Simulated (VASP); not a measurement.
A run of VASP 6.6.1:

Contents of INCAR:

```
PREC     = Accurate       # precision mode
ENCUT    = 500            # plane-wave cutoff, eV
EDIFF    = 1E-6           # SCF threshold, eV
ISMEAR   = 0              # smearing method
SIGMA    = 0.15           # smearing width, eV
LREAL    = F              # projectors in reciprocal space
LASPH    = T              # aspherical terms in the spheres
NELM     = 120            # most SCF steps
ALGO     = Normal         # electronic algorithm
ISIF     = 2              # what is computed and relaxed
LWAVE    = F              # write WAVECAR
LCHARG   = F              # write CHGCAR
GGA      = PS             # functional
NBANDS   = 9              # bands
GGA_COMPAT= F
```

The input KPOINTS:

```
Automatic mesh
0
Gamma
  13 13 13
```

File POSCAR:

```
Se
1.0
   -1.4038000000      1.4038000000      1.4038000000
    1.4038000000     -1.4038000000      1.4038000000
    1.4038000000      1.4038000000     -1.4038000000
Se
1
Direct
    0.0000000000      0.0000000000      0.0000000000
```

Potentials or basis: VASP PAW PBE potentials, release 64 (Se).

Run with:

```console
$ cat potpaw_PBE.64/Se/POTCAR > POTCAR
$ mpirun -np 1 vasp_std > vasp.out
```

Hardware: 1 thread of AMD EPYC 7R13, on a shared host.

Question: Estimate the wall time of this run.

Answer: Wall time 21 s on 1 thread of AMD EPYC 7R13, on a shared host, peak memory 0.09 GiB. Counts: scf iterations 10, k points 84.
